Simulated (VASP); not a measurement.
# P in VASP: a series of runs, part 2 of 2

VASP 6.6.1. Earlier steps stand in the parts before.

### 3 Single point, PBE+D3(BJ)

Contents of INCAR:

```
ALGO = Normal
DIPOL = 0.5 0.5 0.500
EDIFF = 1E-6
ENCUT = 520
GGA = PE
IDIPOL = 3
ISIF = 2
ISMEAR = 0
IVDW = 12
LASPH = True
LCHARG = True
LDIPOL = True
LELF = True
LREAL = False
LVACPOTAV = True
LVHAR = True
LWAVE = False
NBANDS = 12
NELM = 100
PREC = Accurate
SIGMA = 0.02
```

Contents of KPOINTS:

```
k-points
0
Gamma
  9 9 1
```

Contents of POSCAR:

```
P
1.0
    3.0100000000      0.0000000000      0.0000000000
   -1.5050000000      2.6067364654      0.0000000000
    0.0000000000      0.0000000000     28.0000000000
P
2
Direct
    0.3333333333      0.6666666667      0.5190535714
    0.6666666667      0.3333333333      0.4809464286
```

Potentials or basis: VASP PAW PBE potentials, release 64 (P).

Started as:

```
$ cat potpaw_PBE.64/P/POTCAR > POTCAR
$ mpirun -np 1 vasp_std > vasp.out
```

Run time: 34 s. Hardware: 1 thread of Intel Xeon Platinum 8559C (Emerald Rapids), shared host; peak memory 0.32 GiB.

Results (log left out):

| Property | Result |
| --- | --- |
| Free energy | -10.2224 eV |
| Largest force | 5.302 eV/Å |
| Band gap on the k mesh | 1.33 eV, indirect (least direct gap 1.81 eV) |
| Dispersion energy per atom | -0.253 eV |

Forces on the atoms (eV/Å):
```
P    0.000  0.000  5.302
P    0.000  0.000 -5.302
```

Levels at points of the mesh, in eV from the valence-band top:
| k point | band 3 | band 4 | band 5 | band 6 | band 7 | band 8 |
| --- | --- | --- | --- | --- | --- | --- |
| (0.00, 0.00, 0.00) | -0.79 | -0.72 | -0.72 | 3.94 | 3.94 | 4.80 |

### 4 Single point, PBE+D3(BJ)

Contents of INCAR:

```
PREC = Accurate
ENCUT = 520
EDIFF = 1E-6
ISMEAR = 0
SIGMA = 0.02
LREAL = False
LASPH = True
NELM = 80
ALGO = Normal
ISIF = 2
LWAVE = False
LCHARG = True
LDIPOL = True
IDIPOL = 3
DIPOL = 0.5 0.5 0.500
GGA = PE
IVDW = 12
LELF = True
LVHAR = True
LVACPOTAV = True
NBANDS = 12
```

Contents of KPOINTS:

```
regular mesh
0
Gamma
  9 9 1
```

Contents of POSCAR:

```
P
1.0
    3.0100000000      0.0000000000      0.0000000000
   -1.5050000000      2.6067364654      0.0000000000
    0.0000000000      0.0000000000     28.0000000000
P
2
Direct
    0.3333333333      0.6666666667      0.5285892857
    0.6666666667      0.3333333333      0.4714107143
```

Potentials or basis: VASP PAW PBE potentials, release 64 (P).

Started as:

```
$ cat potpaw_PBE.64/P/POTCAR > POTCAR
$ mpirun -np 1 vasp_std > vasp.out
```

OUTCAR:

```text
PREC = Accurate
   ENCUT = 520
   EDIFF = 1E-6
   ISMEAR = 0
   LREAL = False
   LASPH = True
   NELM = 80
   ISIF = 2
   GGA = PE
   IVDW = 12
 IVDW          = 12

 ion  position               nearest neighbor table
   1  0.333  0.667  0.529-   2 2.36   2 2.36   2 2.36
   2  0.667  0.333  0.471-   1 2.36   1 2.36   1 2.36

  LATTYP: Found a hexagonal cell.
 ALAT       =     3.0100000000
 C/A-ratio  =     9.3023255814

  Lattice vectors:

 A1 = (   3.0100000000,   0.0000000000,   0.0000000000)
 A2 = (  -1.5050000000,   2.6067364654,   0.0000000000)
 A3 = (   0.0000000000,   0.0000000000,  28.0000000000)

Analysis of symmetry for initial positions (statically):
=====================================================================
 Subroutine PRICEL returns:
 Original cell was already a primitive cell.

 Routine SETGRP: Setting up the symmetry group for a
 hexagonal supercell.

 Subroutine GETGRP returns: Found 12 space group operations
 (whereof 12 operations were pure point group operations)
 out of a pool of 24 trial point group operations.

The static configuration has the point symmetry D_3d.

Analysis of symmetry for dynamics (positions and initial velocities):
[... 171 lines left out ...]
     12       2.8700      0.00000
[... 151 lines left out ...]
 k-point    12 :       0.3333    0.3333    0.0000
  band No.  band energies     occupation
      1     -12.2089      2.00000
      2     -12.2089      2.00000
      3      -8.4138      2.00000
      4      -5.9082      2.00000
      5      -5.9082      2.00000
      6      -3.0584      2.00000
      7       0.3685      0.00000
      8       0.3685      0.00000
      9       4.2892      0.00000
     10       7.5016      0.00000
     11       7.5016      0.00000
     12       8.1023      0.00000

------------------------ aborting loop because EDIFF is reached ----------------------------------------

 Edisp (eV)   -0.48596

 E8    (eV) :    -0.1966

  FORCE on cell =-STRESS in cart. coord.  units (eV):
  Direction    XX          YY          ZZ          XY          YZ          ZX
  --------------------------------------------------------------------------------------
  -------------------------------------------------------------------------------------
  Total       1.61375     1.61375    -5.37409     0.00000     0.00000    -0.00000
  in kB      11.76863    11.76863   -39.19166     0.00000     0.00000    -0.00000
  external pressure =       -5.22 kB  Pullay stress =        0.00 kB

 VOLUME and BASIS-vectors are now :
 -----------------------------------------------------------------------------
  energy-cutoff  :      520.00
  volume of cell :      219.70
      direct lattice vectors                 reciprocal lattice vectors
     3.010000000  0.000000000  0.000000000     0.332225914  0.191810721  0.000000000
    -1.505000000  2.606736465  0.000000000     0.000000000  0.383621441  0.000000000
     0.000000000  0.000000000 28.000000000     0.000000000  0.000000000  0.035714286

 POSITION                                       TOTAL-FORCE (eV/Angst)
 -----------------------------------------------------------------------------------
     -0.00000      1.73782     14.80050        -0.000000     -0.000000     -3.352415
      1.50500      0.86891     13.19950         0.000000      0.000000      3.352415
 -----------------------------------------------------------------------------------
    total drift:                               -0.000000     -0.000000     -0.000000

  FREE ENERGIE OF THE ION-ELECTRON SYSTEM (eV)
  ---------------------------------------------------
  free  energy   TOTEN  =       -10.2420195639 eV

  energy  without entropy=      -10.2403478911  energy(sigma->0) =      -10.24118373

 vacuum level on the upper side and lower side of the slab         1.849         1.849
```

Wall time 41 s (1 thread of Intel Xeon Platinum 8559C (Emerald Rapids), shared host); peak memory 0.33 GiB.

Results:

```
Free energy                : -10.2420 eV
Largest force              : 3.352 eV/Å
Band gap on the k mesh     : zero (band 5 reaches -0.90 eV, above the bottom of band 6 at -3.06 eV)
Dispersion energy per atom : -0.243 eV
```

Forces on the atoms (eV/Å):
```
P    0.000  0.000 -3.352
P    0.000  0.000  3.352
```

### 5 Single point, PBE+D3(BJ)

Contents of INCAR:

```
  ALGO = Normal
  DIPOL = 0.5 0.5 0.500
  EDIFF = 1E-6
  ENCUT = 520
  GGA = PE
  IDIPOL = 3
  ISIF = 2
  ISMEAR = 0
  IVDW = 12
  LASPH = T
  LCHARG = F
  LDIPOL = T
  LREAL = F
  LWAVE = F
  NBANDS = 12
  NELM = 60
  PREC = Accurate
  SIGMA = 0.02
```

Contents of KPOINTS:

```
k-points
0
Gamma
  9 9 1
```

Contents of POSCAR:

```
P
1.0
    3.0100000000      0.0000000000      0.0000000000
   -1.5050000000      2.6067364654      0.0000000000
    0.0000000000      0.0000000000     28.0000000000
P
2
Direct
    0.3333333333      0.6666666667      0.5047678571
    0.6666666667      0.3333333333      0.4952321429
```

Started as:

```
$ cat potpaw_PBE.64/P/POTCAR > POTCAR
$ mpirun -np 1 vasp_std > vasp.out
```

It took 45 s on 1 thread of Intel Xeon Platinum 8559C (Emerald Rapids), shared host; peak memory 0.32 GiB.

It converged, with:

| Property | Result |
| --- | --- |
| Free energy | -3.6865 eV |
| Largest force | 5.118 eV/Å |
| Band gap on the k mesh | zero (band 5 reaches -0.85 eV, above the bottom of band 6 at -2.86 eV) |
| Dispersion energy per atom | -0.261 eV |

Forces in eV/Å, atoms in the order of the input:
```
P    0.000  0.000  5.118
P    0.000  0.000 -5.118
```

Levels at points of the mesh, in eV from the Fermi level:
```csv
k point,band 1,band 2,band 3,band 4,band 5,band 6,band 7,band 8,band 9,band 10
"(0.00, 0.00, 0.00)",-19.86,-8.51,-5.34,-5.34,0.45,0.60,0.60,2.72,3.08,3.46
```

### 6 Single point, PBE+D3(BJ)

Contents of INCAR:

```
PREC = Accurate
ENCUT = 520
EDIFF = 1E-6
ISMEAR = 0
SIGMA = 0.02
LREAL = False
LASPH = True
NELM = 80
ALGO = Normal
ISIF = 2
LWAVE = False
LCHARG = True
LDIPOL = True
IDIPOL = 3
DIPOL = 0.5 0.5 0.500
GGA = PE
IVDW = 12
LELF = True
LVHAR = True
LVACPOTAV = True
NBANDS = 12
```

Contents of KPOINTS:

```
regular mesh
0
Gamma
  9 9 1
```

Contents of POSCAR:

```
P
1.0
    3.0100000000      0.0000000000      0.0000000000
   -1.5050000000      2.6067364654      0.0000000000
    0.0000000000      0.0000000000     28.0000000000
P
2
Direct
    0.3333333333      0.6666666667      0.5143035714
    0.6666666667      0.3333333333      0.4856964286
```

Potentials or basis: VASP PAW PBE potentials, release 64 (P).

Started as:

```
$ cat potpaw_PBE.64/P/POTCAR > POTCAR
$ mpirun -np 1 vasp_std > vasp.out
```

OUTCAR:

```text
PREC = Accurate
   ENCUT = 520
   EDIFF = 1E-6
   ISMEAR = 0
   LREAL = False
   LASPH = True
   NELM = 80
   ISIF = 2
   GGA = PE
   IVDW = 12
 IVDW          = 12

 ion  position               nearest neighbor table
   1  0.333  0.667  0.514-   2 1.91   2 1.91   2 1.91
   2  0.667  0.333  0.486-   1 1.91   1 1.91   1 1.91

  LATTYP: Found a hexagonal cell.
 ALAT       =     3.0100000000
 C/A-ratio  =     9.3023255814

  Lattice vectors:

 A1 = (   3.0100000000,   0.0000000000,   0.0000000000)
 A2 = (  -1.5050000000,   2.6067364654,   0.0000000000)
 A3 = (   0.0000000000,   0.0000000000,  28.0000000000)

Analysis of symmetry for initial positions (statically):
=====================================================================
 Subroutine PRICEL returns:
 Original cell was already a primitive cell.

 Routine SETGRP: Setting up the symmetry group for a
 hexagonal supercell.

 Subroutine GETGRP returns: Found 12 space group operations
 (whereof 12 operations were pure point group operations)
 out of a pool of 24 trial point group operations.

The static configuration has the point symmetry D_3d.

Analysis of symmetry for dynamics (positions and initial velocities):
[... 171 lines left out ...]
     12       2.2401      0.00000
[... 151 lines left out ...]
 k-point    12 :       0.3333    0.3333    0.0000
  band No.  band energies     occupation
      1     -16.5800      2.00000
      2     -16.5800      2.00000
      3     -13.1905      2.00000
      4      -6.1315      2.00000
      5      -6.1315      2.00000
      6      -1.8277      0.00000
      7       2.6175      0.00000
      8       3.1442      0.00000
      9       3.1442      0.00000
     10       5.3274      0.00000
     11       5.3274      0.00000
     12       6.1358      0.00000

------------------------ aborting loop because EDIFF is reached ----------------------------------------

 Edisp (eV)   -0.51393

 E8    (eV) :    -0.2088

  FORCE on cell =-STRESS in cart. coord.  units (eV):
  Direction    XX          YY          ZZ          XY          YZ          ZX
  --------------------------------------------------------------------------------------
  -------------------------------------------------------------------------------------
  Total      14.84484    14.84484     7.67868     0.00000    -0.00000     0.00000
  in kB     108.25908   108.25908    55.99838     0.00000    -0.00000     0.00000
  external pressure =       90.84 kB  Pullay stress =        0.00 kB

 VOLUME and BASIS-vectors are now :
 -----------------------------------------------------------------------------
  energy-cutoff  :      520.00
  volume of cell :      219.70
      direct lattice vectors                 reciprocal lattice vectors
     3.010000000  0.000000000  0.000000000     0.332225914  0.191810721  0.000000000
    -1.505000000  2.606736465  0.000000000     0.000000000  0.383621441  0.000000000
     0.000000000  0.000000000 28.000000000     0.000000000  0.000000000  0.035714286

 POSITION                                       TOTAL-FORCE (eV/Angst)
 -----------------------------------------------------------------------------------
     -0.00000      1.73782     14.40050         0.000000      0.000000      9.605683
      1.50500      0.86891     13.59950        -0.000000     -0.000000     -9.605683
 -----------------------------------------------------------------------------------
    total drift:                               -0.000000     -0.000000     -0.000000

  FREE ENERGIE OF THE ION-ELECTRON SYSTEM (eV)
  ---------------------------------------------------
  free  energy   TOTEN  =        -8.1261563374 eV

  energy  without entropy=       -8.1242758158  energy(sigma->0) =       -8.12521608

 vacuum level on the upper side and lower side of the slab         1.970         1.970
```

Run time: 40 s. Hardware: 1 thread of Intel Xeon Platinum 8559C (Emerald Rapids), shared host; peak memory 0.33 GiB.

What came out:

* Free energy: -8.1262 eV
* Largest force: 9.606 eV/Å
* Band gap on the k mesh: zero (band 5 reaches -3.50 eV, above the bottom of band 6 at -3.93 eV)
* Dispersion energy per atom: -0.257 eV

Forces on the atoms (eV/Å):
```
P    0.000  0.000  9.606
P    0.000  0.000 -9.606
```

Levels at points of the mesh, in eV from the Fermi level:
| k point | band 2 | band 3 | band 4 | band 5 | band 6 | band 7 | band 8 | band 9 |
| --- | --- | --- | --- | --- | --- | --- | --- | --- |
| (0.00, 0.00, 0.00) | -7.93 | -3.23 | -3.23 | -0.52 | 2.04 | 2.04 | 3.62 | 4.90 |
